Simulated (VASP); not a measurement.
Write the native input for VASP 6.6.1 that does the following.

- Task: single point
- Functional: PBE
- Potentials or basis: VASP PAW PBE potentials, release 64 (Cu, Au)
- Cutoff: 520 eV
- k mesh: 14 × 14 × 12
- Occupations: gaussian, width 0.1 eV
- Spin: no spin polarisation
- Dipole correction: no
- Further INCAR settings: ALGO = Normal; EDIFF = 1e-06; NBANDS = 18

The structure of CuAu lies in POSCAR:

```
CuAu
1.0
    2.8920325341      0.0000000000      0.0000000000
    0.0000000000      2.8920325341      0.0000000000
    0.0000000000      0.0000000000      3.5876028847
Cu Au
1 1
Direct
    0.5000000000      0.5000000000      0.5000000000
    0.0000000000      0.0000000000      0.0000000000
```

These files were run (other wordings do the same):

INCAR

```
PREC     = Accurate       # precision mode
ENCUT    = 520            # plane-wave cutoff, eV
EDIFF    = 1E-6           # SCF threshold, eV
ISMEAR   = 0              # smearing method
SIGMA    = 0.1            # smearing width, eV
LREAL    = F              # projectors in reciprocal space
LASPH    = T              # aspherical terms in the spheres
NELM     = 100            # most SCF steps
ALGO     = Normal         # electronic algorithm
ISIF     = 2              # what is computed and relaxed
LWAVE    = F              # write WAVECAR
LCHARG   = F              # write CHGCAR
GGA      = PE             # functional
NBANDS   = 18             # bands
```

KPOINTS

```
regular mesh
0
Gamma
  14 14 12
```

Potentials or basis: VASP PAW PBE potentials, release 64 (Cu, Au).

Launch:

```bash
$ cat potpaw_PBE.64/Cu/POTCAR potpaw_PBE.64/Au/POTCAR > POTCAR
$ mpirun -np 1 vasp_std > vasp.out
```

Results of the run:

```yaml
Pressure: -0.1 GPa
Band_gap_on_the_k_mesh: zero (band 11 reaches 13.29 eV, above the bottom of band 12 at 6.29 eV)
```

Caveat: spin-orbit coupling is left out, which moves the levels of the heavy elements.

Run time: 98 s on 1 thread of Intel(R) Xeon(R) Platinum 8488C (Sapphire Rapids) (shared host), peak memory 0.26 GiB.
